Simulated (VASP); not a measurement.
Wanted: the native input for a VASP 6.6.1 run.

```yaml
Task: single point
Functional: PBEsol
Potentials_or_basis: VASP PAW PBE potentials, release 64 (Zn)
Cutoff: 520 eV
k_mesh: 11 × 11 × 11
Occupations: fermi-dirac, width 0.1 eV
Spin: no spin polarisation
Dipole_correction: no
Further_INCAR_settings: ALGO = Normal; EDIFF = 1e-07; NBANDS = 19
```

The structure of Zn lies in POSCAR:

```
Zn
1.0
    0.0000000000      2.8637758868      2.8637758868
    2.8637758868      0.0000000000      2.8637758868
    2.8637758868      2.8637758868      0.0000000000
Zn
2
Direct
    0.1250000000      0.1250000000      0.1250000000
    0.8750000000      0.8750000000      0.8750000000
```

This cell differs from its parent crystal: volume scaled by 1.04.

These files were run (other wordings do the same):

INCAR

```
ALGO = Normal ; EDIFF = 1E-7
ENCUT = 520 ; GGA = PS
ISIF = 2 ; ISMEAR = -1
LASPH = T ; LCHARG = F
LREAL = F ; LWAVE = F
NBANDS = 19 ; NELM = 100
PREC = Accurate ; SIGMA = 0.1
```

KPOINTS

```
k-points
0
Gamma
  11 11 11
```

Potentials or basis: VASP PAW PBE potentials, release 64 (Zn).

Command:

```bash
$ cat potpaw_PBE.64/Zn/POTCAR > POTCAR
$ mpirun -np 1 vasp_std > vasp.out
```

It gave:

```json
{
 "Pressure": "-1.0 GPa",
 "Band gap on the k mesh": "zero (band 12 reaches 5.71 eV, above the bottom of band 13 at -0.45 eV)"
}
```

Caveat: the PAW data sets were made with another functional, which shifts forces and pressure a little.

Run time: 30 s on 1 thread of AMD EPYC 7R43 64-Core Processor (Zen 3) (shared host), peak memory 0.16 GiB.
